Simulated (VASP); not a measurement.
Set up this calculation in VASP 6.6.1, as the native input.

```
Task                   : single point
Functional             : PBEsol
Potentials or basis    : VASP PAW PBE potentials, release 64 (Hf_pv)
Cutoff                 : 520 eV
k mesh                 : 13 × 13 × 7
Occupations            : fermi-dirac, width 0.05 eV
Spin                   : no spin polarisation
Dipole correction      : no
Further INCAR settings : ALGO = Normal; EDIFF = 1e-06; NBANDS = 17
```

The structure of Hf lies in POSCAR:

```
Hf
1.0
    3.1860071449      0.0000000000      0.0000000000
   -1.5930035725      2.7591631242      0.0000000000
    0.0000000000      0.0000000000      5.0408841546
Hf
2
Direct
    0.3333333333      0.6666666667      0.2500000000
    0.6666666667      0.3333333333      0.7500000000
```

One way to write it, as run:

INCAR

```
SYSTEM = Hf
PREC     = Accurate       ! precision mode
ENCUT    = 520            ! plane-wave cutoff, eV
EDIFF    = 1E-6           ! SCF threshold, eV
ISMEAR   = -1             ! smearing method
SIGMA    = 0.05           ! smearing width, eV
LREAL    = .False.        ! projectors in reciprocal space
LASPH    = .True.         ! aspherical terms in the spheres
NELM     = 80             ! most SCF steps
ALGO     = Normal         ! electronic algorithm
ISIF     = 2              ! what is computed and relaxed
LWAVE    = .False.        ! write WAVECAR
LCHARG   = .True.         ! write CHGCAR
GGA      = PS             ! functional
LELF     = .True.         ! ELF
LVHAR    = .True.       
NBANDS   = 17             ! bands
```

KPOINTS

```
regular mesh
0
Gamma
  13 13 7
  0 0 0
```

Potentials or basis: VASP PAW PBE potentials, release 64 (Hf_pv).

The run is started by

```console
$ cat potpaw_PBE.64/Hf_pv/POTCAR > POTCAR
$ mpirun -np 1 vasp_std > vasp.out
```

Results of the run:

| Quantity | Value |
| --- | --- |
| Pressure | -3.1 GPa |
| Band gap on the k mesh | zero (bands 10 and 11 overlap by 1.55 eV) |

Caveat: the cell stands under tension; the PAW data sets were made with another functional, which shifts forces and pressure a little; spin-orbit coupling is left out, which moves the levels of the heavy elements.

Run time: 58 s on 1 thread of Intel Xeon 8259CL, with other jobs on the host, peak memory 0.19 GiB.
